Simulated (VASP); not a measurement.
# TiSi2 (Fddd) in VASP: notebook

TiSi2 is run at these levels: PBEsol, PBE; tasks: single point.

Everything below comes from runs of VASP 6.6.1. Logs are shortened: lines on timing, memory, paths and dates and some standing lists are left out, and cuts for length are marked.

**1. The cell of the first run**

The structure is orthorhombic, space group Fddd (No. 70). Conventional cell: a = 4.779 Å, b = 8.235 Å, c = 8.526 Å, α = 90.00°, β = 90.00°, γ = 90.00°. Within 3.4 Å of Ti (site symmetry 222) lie 10 Si at 2.55 to 2.78 Å and 4 Ti at 3.20 Å. Within 3.3 Å of Si (site symmetry 2) lie 9 Si at 2.52 to 3.20 Å and 5 Ti at 2.55 to 2.78 Å.

**2. Single point, PBEsol**

The input, INCAR:

```
ALGO = Normal ; EDIFF = 1E-7
ENCUT = 520 ; GGA = PS
ISIF = 2 ; ISMEAR = -1
LASPH = True ; LCHARG = False
LREAL = False ; LWAVE = False
NBANDS = 29 ; NELM = 80
PREC = Accurate ; SIGMA = 0.03
```

The input, KPOINTS:

```
k-points
0
Gamma
  4 4 4
```

The input, POSCAR:

```
TiSi2
1.0
    0.0000000000      4.1175163063      4.2628978354
    2.3895119538      0.0000000000      4.2628978354
    2.3895119538      4.1175163063      0.0000000000
Ti Si
2 4
Direct
    0.7500000000      0.7500000000      0.7500000000
    0.5000000000      0.5000000000      0.5000000000
    0.4125656100      0.0874343900      0.4125656100
    0.0874343900      0.4125656100      0.0874343900
    0.1625656100      0.8374343900      0.1625656100
    0.8374343900      0.1625656100      0.8374343900
```

Potentials or basis: VASP PAW PBE potentials, release 64 (Ti_sv, Si).

Command:

```
cat potpaw_PBE.64/Ti_sv/POTCAR potpaw_PBE.64/Si/POTCAR > POTCAR
mpirun -np 1 vasp_std > vasp.out
```

OUTCAR:

```text
EDIFF = 1E-7
   ENCUT = 520
   GGA = PS
   ISIF = 2
   ISMEAR = -1
   LASPH = True
   LREAL = False
   NELM = 80
   PREC = Accurate

 ion  position               nearest neighbor table
   1  0.750  0.750  0.750-   6 2.55   5 2.55   6 2.55   5 2.55   3 2.74   3 2.74   4 2.74   4 2.74
                             3 2.78   4 2.78
   2  0.500  0.500  0.500-   4 2.55   3 2.55   4 2.55   3 2.55   5 2.74   5 2.74   6 2.74   6 2.74
                             5 2.78   6 2.78
   3  0.413  0.087  0.413-   6 2.52   6 2.52   2 2.55   2 2.55   4 2.68   1 2.74   1 2.74   1 2.78
                             4 2.79   4 2.79
   4  0.087  0.413  0.087-   5 2.52   5 2.52   2 2.55   2 2.55   3 2.68   1 2.74   1 2.74   1 2.78
                             3 2.79   3 2.79
   5  0.163  0.837  0.163-   4 2.52   4 2.52   1 2.55   1 2.55   6 2.68   2 2.74   2 2.74   2 2.78
                             6 2.79   6 2.79
   6  0.837  0.163  0.837-   3 2.52   3 2.52   1 2.55   1 2.55   5 2.68   2 2.74   2 2.74   2 2.78
                             5 2.79   5 2.79

  LATTYP: Found a face centered orthorhombic cell.
 ALAT       =     4.7790239076
 B/A-ratio  =     1.7231620456
 C/A-ratio  =     1.7840035613

  Lattice vectors:

 A1 = (   0.0000000000,   4.1175163063,   4.2628978354)
 A2 = (   2.3895119538,   0.0000000000,   4.2628978354)
 A3 = (   2.3895119538,   4.1175163063,   0.0000000000)

Analysis of symmetry for initial positions (statically):
=====================================================================
 Subroutine PRICEL returns:
 Original cell was already a primitive cell.

 Routine SETGRP: Setting up the symmetry group for a
 face centered orthorhombic supercell.

 Subroutine GETGRP returns: Found  8 space group operations
 (whereof  4 operations were pure point group operations)
 out of a pool of  8 trial point group operations.

The static configuration has the point symmetry D_2 .
 The point group associated with its full space group is D_2h.

Analysis of symmetry for dynamics (positions and initial velocities):
=====================================================================
 Subroutine PRICEL returns:
 Original cell was already a primitive cell.

 Routine SETGRP: Setting up the symmetry group for a
 face centered orthorhombic supercell.

 Subroutine GETGRP returns: Found  8 space group operations
 (whereof  4 operations were pure point group operations)
 out of a pool of  8 trial point group operations.

The dynamic configuration has the point symmetry D_2 .
 The point group associated with its full space group is D_2h.

 Subroutine INISYM returns: Found  8 space group operations
 (whereof  4 operations are pure point group operations),
 and found     1 'primitive' translations

----------------------------------------------------------------------------------------

                                     Primitive cell

  volume of cell :      83.8841

  direct lattice vectors                    reciprocal lattice vectors
     0.000000000  4.117516306  4.262897835    -0.209247750  0.121432427  0.117291106
     2.389511954  0.000000000  4.262897835     0.209247750 -0.121432427  0.117291106
     2.389511954  4.117516306  0.000000000     0.209247750  0.121432427 -0.117291106

  length of vectors
     5.926739280  4.886928006  4.760641544     0.268863643  0.268863643  0.268863643

  position of ions in fractional coordinates (direct lattice)
     0.750000000  0.750000000  0.750000000
     0.500000000  0.500000000  0.500000000
     0.412565610  0.087434390  0.412565610
     0.087434390  0.412565610  0.087434390
     0.162565610  0.837434390  0.162565610
     0.837434390  0.162565610  0.837434390

  ion indices of the primitive-cell ions
   primitive index   ion index
                 1           1
                 2           2
                 3           3
                 4           4
                 5           5
                 6           6

----------------------------------------------------------------------------------------

 KPOINTS: k-points

Automatic generation of k-mesh.
 Grid dimensions read from file:
 generate k-points for:    4    4    4

 Generating k-lattice:

  Cartesian coordinates                     Fractional coordinates (reciprocal lattice)
    -0.052311938  0.030358107  0.029322776     0.250000000  0.000000000  0.000000000
     0.052311938 -0.030358107  0.029322776     0.000000000  0.250000000 -0.000000000
     0.052311938  0.030358107 -0.029322776     0.000000000 -0.000000000  0.250000000

  Length of vectors
     0.067215911  0.067215911  0.067215911

  Shift w.r.t. Gamma in fractional coordinates (k-lattice)
     0.000000000  0.000000000  0.000000000

 Subroutine IBZKPT returns following result:
 ===========================================

 Found     18 irreducible k-points:

 Following reciprocal coordinates:
            Coordinates               Weight
  0.000000  0.000000  0.000000      1.000000
  0.250000  0.000000  0.000000      8.000000
  0.500000  0.000000  0.000000      4.000000
  0.250000  0.250000  0.000000      2.000000
  0.500000  0.250000  0.000000      8.000000
 -0.250000  0.250000  0.000000      4.000000
[... 10 lines left out ...]
 -0.250000  0.250000  0.500000      2.000000
  0.000000  0.500000  0.500000      1.000000
   k-points           NKPTS =     18   k-points in BZ     NKDIM =     18   number of bands    NBANDS=     29
   number of dos      NEDOS =    301   number of ions     NIONS =      6
   total plane-waves  NPLWV =  62208
   dimension x,y,z NGX =    48 NGY =   36 NGZ =   36
   dimension x,y,z NGXF=    96 NGYF=   72 NGZF=   72
   ions per type =               2   4
   NGX,Y,Z   is equivalent  to a cutoff of  13.46, 12.25, 12.57 a.u.
   NGXF,Y,Z  is equivalent  to a cutoff of  26.93, 24.49, 25.14 a.u.
 SYSTEM =  unknown system
   PREC   = accura    normal or accurate (medium, high low for compatibility)
   ISTART =      0    job   : 0-new  1-cont  2-samecut
   ICHARG =      2    charge: 1-file 2-atom 10-const
   ISPIN  =      1    spin polarized calculation?
   LNONCOLLINEAR =      F non collinear calculations
   LSORBIT =      F    spin-orbit coupling
   LASPH  =      T    aspherical Exc in radial PAW
   ENCUT  =  520.0 eV  38.22 Ry    6.18 a.u.  11.02  9.09  8.85*2*pi/ulx,y,z
   NELM   =     80;   NELMIN=  2; NELMDL= -5     # of ELM steps
   EDIFF  = 0.1E-06   stopping-criterion for ELM
   LREAL  =      F    real-space projection
   EDIFFG = 0.1E-05   stopping-criterion for IOM
   NSW    =      0    number of steps for IOM
   IBRION =     -1    ionic relax: 0-MD 1-quasi-New 2-CG
   NFREE  =      0    steps in history (QN), initial steepest desc. (CG)
   ISIF   =      2    stress and relaxation
   ISYM   =      2    0-nonsym 1-usesym 2-fastsym
   POTIM  = 0.5000    time-step for ionic-motion
   TEBEG  =    0.0;   TEEND  =   0.0 temperature during run
   PSTRESS=    0.0 pullay stress
   NELECT =      40.0000    total number of electrons
   NUPDOWN=      -1.0000    fix difference up-down
   EMIN   =  10.00;   EMAX   =-10.00  energy-range for DOS
   EFERMI =   0.00;   METHOD = LEGACY
   ISMEAR =    -1;   SIGMA  =   0.03  broadening in eV -4-tet -1-fermi 0-gaus
   EFERMI_NEDOS =   21; number of points for ismear=-14 and -15
   IALGO  =     38    algorithm
   IMIX   =      4    mixing-type and parameters
     AMIX     =   0.40;   BMIX     =  1.00
     AMIX_MAG =   1.60;   BMIX_MAG =  1.00
  volume/ion in A,a.u.               =      13.98        94.35
  Fermi-wavevector in a.u.,A,eV,Ry     =   1.278994  2.416947 22.256742  1.635824
  Thomas-Fermi vector in A             =   2.411504
   LORBIT       =      0    0 simple, 1 ext, 2 COOP (PROOUT), +10 PAW based schemes
   GGA     = PS    functional components
   LHFCALC =     F    Hartree Fock is set to
   AEXX    =    0.0000 exact exchange contribution
   IVDW    =     0    specifies the selected vdW correction
   LEPSILON=     F    determine dielectric tensor
   LRPA    =     F    only Hartree local field effects (RPA)
 non-spin polarized calculation
  energy-cutoff  :      520.00
  volume of cell :       83.88
 maximum number of plane-waves:      2274
 NGX is ok and might be reduce to    48
   NGX = 23   NGY = 19   NGZ = 17

 number of electron      40.0000003 magnetization

 Free energy of the ion-electron system (eV)
  ---------------------------------------------------
  ext. energy  EPLUGINS =         0.00000000
  ---------------------------------------------------
  free energy    TOTEN  =       -43.73055626 eV

  energy without entropy =      -43.72577980  energy(sigma->0) =      -43.72816803

 E-fermi :  10.1805     XC(G=0): -11.8230

 val. band max:       10.1582216519   @ k =  -0.2500   0.2500   0.0000
 cond. band min:      10.2532854140   @ k =   0.5000   0.0000   0.0000
 fundamental gap:      0.0950637621
 Fermi energy:        10.1804598131

 k-point     1 :       0.0000    0.0000    0.0000
  band No.  band energies     occupation
      1     -45.8974      2.00000
      2     -45.8681      2.00000
      3     -22.3855      2.00000
      4     -22.3660      2.00000
      5     -22.3013      2.00000
      6     -22.2863      2.00000
[... 21 lines left out ...]
     28      13.8928      0.00000
     29      13.9491      0.00000

 k-point     2 :       0.2500    0.0000    0.0000
  band No.  band energies     occupation
      1     -45.8942      2.00000
      2     -45.8711      2.00000
      3     -22.3851      2.00000
      4     -22.3628      2.00000
      5     -22.3139      2.00000
      6     -22.2843      2.00000
[... 21 lines left out ...]
     28      14.1965      0.00000
     29      14.3941      0.00000

 k-point     3 :       0.5000    0.0000    0.0000
  band No.  band energies     occupation
      1     -45.8898      2.00000
      2     -45.8753      2.00000
      3     -22.3880      2.00000
      4     -22.3522      2.00000
      5     -22.3343      2.00000
      6     -22.2731      2.00000
[... 446 lines left out ...]
      5     -22.2996      2.00000
      6     -22.2996      2.00000
[... 21 lines left out ...]
     28      14.1136      0.00000
     29      14.8440      0.00000

 k-point    18 :       0.0000    0.5000    0.5000
  band No.  band energies     occupation
      1     -45.8825      2.00000
      2     -45.8825      2.00000
      3     -22.4025      2.00000
      4     -22.4025      2.00000
      5     -22.2960      2.00000
      6     -22.2960      2.00000
[... 21 lines left out ...]
     28      14.0037      0.00000
     29      15.0005      0.00000

------------------------ aborting loop because EDIFF is reached ----------------------------------------

  FORCE on cell =-STRESS in cart. coord.  units (eV):
  Direction    XX          YY          ZZ          XY          YZ          ZX
  --------------------------------------------------------------------------------------
  -------------------------------------------------------------------------------------
  Total       -0.8960764     -0.8266900     -1.3661692      0.0000000      0.0000000      0.0000000
  in kB      -17.1149702    -15.7896972    -26.0936975      0.0000000      0.0000000      0.0000000
  external PRESSURE =     -19.6661216 kB  Pullay stress =       0.0000000 kB

 VOLUME and BASIS-vectors are now :
 -----------------------------------------------------------------------------
  energy-cutoff  :      520.00
  volume of cell :       83.88
      direct lattice vectors                 reciprocal lattice vectors
     0.000000000  4.117516306  4.262897835    -0.209247750  0.121432427  0.117291106
     2.389511954  0.000000000  4.262897835     0.209247750 -0.121432427  0.117291106
     2.389511954  4.117516306  0.000000000     0.209247750  0.121432427 -0.117291106

 POSITION                                       TOTAL-FORCE (eV/Angst)
 -----------------------------------------------------------------------------------
      3.58427      6.17627      6.39435        -0.000000      0.000000      0.000000
      2.38951      4.11752      4.26290         0.000000      0.000000     -0.000000
      1.19476      3.39749      2.13145        -0.000000      0.122574     -0.000000
      1.19476      0.72003      2.13145        -0.000000     -0.122574     -0.000000
      2.38951      1.33873      4.26290        -0.000000      0.122574      0.000000
      2.38951      6.89630      4.26290        -0.000000     -0.122574      0.000000
 -----------------------------------------------------------------------------------
    total drift:                               -0.000000     -0.000000      0.000000

  FREE ENERGIE OF THE ION-ELECTRON SYSTEM (eV)
  ---------------------------------------------------
  free  energy   TOTEN  =       -43.7305562556 eV

  energy  without entropy=      -43.7257797979  energy(sigma->0) =      -43.72816803
```

It took 26 s on 1 thread of Intel Xeon 6975P-C (Granite Rapids), shared host; peak memory 0.24 GiB.

Results:

| Item | Value |
| --- | --- |
| Free energy | -43.7306 eV |
| Pressure | -2.0 GPa |
| Largest force | 0.123 eV/Å |
| Band gap on the k mesh | zero (band 20 reaches 10.55 eV, above the bottom of band 21 at 8.95 eV) |

Forces in eV/Å, atoms in the order of the input:
```
Ti   0.000  0.000  0.000
Ti   0.000  0.000  0.000
Si   0.000  0.123  0.000
Si   0.000 -0.123  0.000
Si   0.000  0.123  0.000
Si   0.000 -0.123  0.000
```

Stress tensor (GPa, compression positive):
```
-1.71  0.00  0.00
 0.00 -1.58  0.00
 0.00  0.00 -2.61
```

Caveat: the k points lie up to 0.42 Å⁻¹ apart; the PAW data sets were made with another functional, which shifts forces and pressure a little.

**3. Single point, PBE**

This run uses another cell than the first one, of 13.42 Å³/atom, 0.960 times its volume.

The input, INCAR:

```
SYSTEM = TiSi2
PREC = Accurate
ENCUT = 520
EDIFF = 1E-7
ISMEAR = -1
SIGMA = 0.05
LREAL = .FALSE.
LASPH = .TRUE.
NELM = 60
ALGO = Normal
ISIF = 2
LWAVE = .FALSE.
LCHARG = .FALSE.
GGA = PE
NBANDS = 29
```

The input, KPOINTS:

```
Automatic mesh
0
G
  6 6 6
  0 0 0
```

POSCAR: that of step 2 with these lines changed.

```diff
@@ -2,4 +2,4 @@
 1.0
-    0.0000000000      4.1175163063      4.2628978354
-    2.3895119538      0.0000000000      4.2628978354
+    0.0000000000      4.1175163063      4.0923819220
+    2.3895119538      0.0000000000      4.0923819220
     2.3895119538      4.1175163063      0.0000000000
```

Potentials or basis: VASP PAW PBE potentials, release 64 (Ti_sv, Si).

Command:

```
cat potpaw_PBE.64/Ti_sv/POTCAR potpaw_PBE.64/Si/POTCAR > POTCAR
mpirun -np 1 vasp_std > vasp.out
```

It took 1.9 min on 1 thread of AMD EPYC 9R45 (Zen 5), shared host; peak memory 0.25 GiB.

Results (log left out):

```
Free energy            : -40.4897 eV
Pressure               : 10.4 GPa
Largest force          : 0.136 eV/Å
Band gap on the k mesh : zero (band 20 reaches 11.25 eV, above the bottom of band 21 at 9.52 eV)
```

Forces in eV/Å, atoms in the order of the input:
```
Ti   0.000  0.000  0.000
Ti   0.000  0.000  0.000
Si   0.000  0.136  0.000
Si   0.000 -0.136  0.000
Si   0.000  0.136  0.000
Si   0.000 -0.136  0.000
```

Stress tensor (GPa, compression positive):
```
 6.38  0.00  0.00
 0.00  2.90  0.00
 0.00  0.00 21.95
```

Levels at points of the mesh, in eV from the Fermi level:
```tsv
k point	band 18	band 19	band 20	band 21	band 22	band 23
(0.00, 0.00, 0.00)	-2.22	-1.99	-1.54	-1.00	2.25	3.04
(0.50, 0.00, 0.00)	-1.26	-0.08	0.10	0.94	1.52	1.83
(0.50, 0.50, 0.00)	-1.75	-1.06	-1.06	1.09	1.09	3.29
(0.50, 0.00, 0.50)	-2.18	-1.05	-1.05	1.23	1.23	3.58
(0.00, 0.50, 0.50)	-1.16	-0.83	-0.83	0.98	0.98	2.49
```

**4. Single point, PBE**

This run uses another cell than the first one, of 13.70 Å³/atom, 0.980 times its volume.

The input, INCAR:

```
PREC = Accurate
ENCUT = 520
EDIFF = 1E-6
ISMEAR = -1
SIGMA = 0.05
LREAL = False
LASPH = True
NELM = 100
ALGO = Normal
ISIF = 2
LWAVE = False
LCHARG = False
GGA = PE
NBANDS = 29
```

The input, KPOINTS:

```
Automatic mesh
0
Gamma
  6 6 6
```

POSCAR: that of step 3 with these lines changed.

```diff
@@ -2,4 +2,4 @@
 1.0
-    0.0000000000      4.1175163063      4.0923819220
-    2.3895119538      0.0000000000      4.0923819220
+    0.0000000000      4.1175163063      4.1776398787
+    2.3895119538      0.0000000000      4.1776398787
     2.3895119538      4.1175163063      0.0000000000
```

Command:

```
cat potpaw_PBE.64/Ti_sv/POTCAR potpaw_PBE.64/Si/POTCAR > POTCAR
mpirun -np 1 vasp_std > vasp.out
```

It took 72 s on 1 thread of AMD EPYC 9R45 (Zen 5), shared host; peak memory 0.25 GiB.

It converged, with:

```yaml
Free_energy: -40.6610 eV
Pressure: 5.9 GPa
Largest_force: 0.105 eV/Å
Band_gap_on_the_k_mesh: zero (band 20 reaches 11.02 eV, above the bottom of band 21 at 9.28 eV)
```

Forces in eV/Å, atoms in the order of the input:
```
Ti   0.000  0.000  0.000
Ti   0.000  0.000  0.000
Si   0.000  0.105  0.000
Si   0.000 -0.105  0.000
Si   0.000  0.105  0.000
Si   0.000 -0.105  0.000
```

Stress tensor (GPa, compression positive):
```
 4.25  0.00  0.00
 0.00  2.52  0.00
 0.00  0.00 10.99
```

Levels at points of the mesh, in eV from the Fermi level:
```tsv
k point	band 16	band 17	band 18	band 19	band 20	band 21	band 22	band 23	band 24	band 25
(0.00, 0.00, 0.00)	-2.41	-2.29	-2.24	-1.92	-1.48	-1.00	2.13	3.06	3.42	3.51
(0.50, 0.00, 0.00)	-2.51	-1.96	-1.19	-0.07	0.09	0.93	1.42	1.72	2.21	2.62
(0.50, 0.50, 0.00)	-2.99	-1.69	-1.69	-1.05	-1.05	0.88	0.88	3.22	3.22	3.49
(0.50, 0.00, 0.50)	-2.40	-2.31	-2.31	-1.00	-1.00	1.23	1.23	3.42	3.42	3.45
(0.00, 0.50, 0.50)	-1.29	-1.17	-1.17	-0.78	-0.78	0.89	0.89	2.35	2.35	3.18
```

**5. Summary**

| level | cell | k mesh | smearing | gap on the mesh (eV) | pressure (GPa) | largest force (eV/Å) |
| --- | --- | --- | --- | --- | --- | --- |
| PBEsol | a = 5.927, b = 4.887, c = 4.761 Å, angles 75.8, 53.1, 51.1°, 6 atoms | 4 × 4 × 4 | fermi-dirac 0.03 eV | none | -2.0 | 0.12 |
| PBE | a = 5.805, b = 4.739, c = 4.761 Å, angles 75.3, 52.2, 52.5°, 6 atoms | 6 × 6 × 6 | fermi-dirac 0.05 eV | none | 10.4 | 0.14 |
| PBE | a = 5.866, b = 4.813, c = 4.761 Å, angles 75.6, 52.6, 51.8°, 6 atoms | 6 × 6 × 6 | fermi-dirac 0.05 eV | none | 5.9 | 0.11 |

Alike in all rows: task single point; potentials or basis VASP PAW PBE potentials, release 64 (Ti_sv, Si); no spin polarisation; cutoff (eV) 520.

Caveats: some runs use coarse meshes; the PAW data sets were made with another functional, which shifts forces and pressure a little (some runs).

Absolute energies hang on the potentials; compare differences alone.
